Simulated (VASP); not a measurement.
Crystal: CdSe.

```
Cd Se
1.0
     0.00000    2.87396    2.87396
     2.87396    0.00000    2.87396
     2.87396    2.87396    0.00000
Cd Se
1 1
Cartesian
  0.0000 0.0000 0.0000
  2.8740 2.8740 2.8740
```

```yaml
Program: VASP 6.6.1
Task: relaxation of cell and atoms
Functional: PBE0
Potentials_or_basis: VASP PAW PBE potentials, release 64 (Cd, Se)
Cutoff: 600 eV
k_mesh: 4 × 4 × 4
Occupations: fermi-dirac, width 0.05 eV
Spin: no spin polarisation
```

At the start: pressure -1.7 GPa; volume 23.74 Å³/atom.

Where does the relaxation end?

Over 3 steps the energy falls by 3.4 meV/atom and the volume is 23.12 Å³/atom (-2.6 %); space group Fm-3m (No. 225, to 0.1 Å) before and after.

The path:
| step | energy change (eV) | largest force (eV/Å) | pressure (GPa) | volume (Å³) |
| --- | --- | --- | --- | --- |
| 1 | 0.0000 | 0.0000 | -1.74 | 47.48 |
| 2 | -0.0055 | 0.0000 | 0.79 | 45.73 |
| 3 | -0.0068 | 0.0000 | 0.00 | 46.25 |

Final structure:
```
Cd Se
1.0
     0.00000    2.84894    2.84894
     2.84894    0.00000    2.84894
     2.84894    2.84894    0.00000
Cd Se
1 1
Direct
  0.00000 0.00000 0.00000
  0.50000 0.50000 0.50000
```

Caveat: the k points lie up to 0.48 Å⁻¹ apart in the final cell; the PAW data sets were made with another functional, which shifts forces and pressure a little.
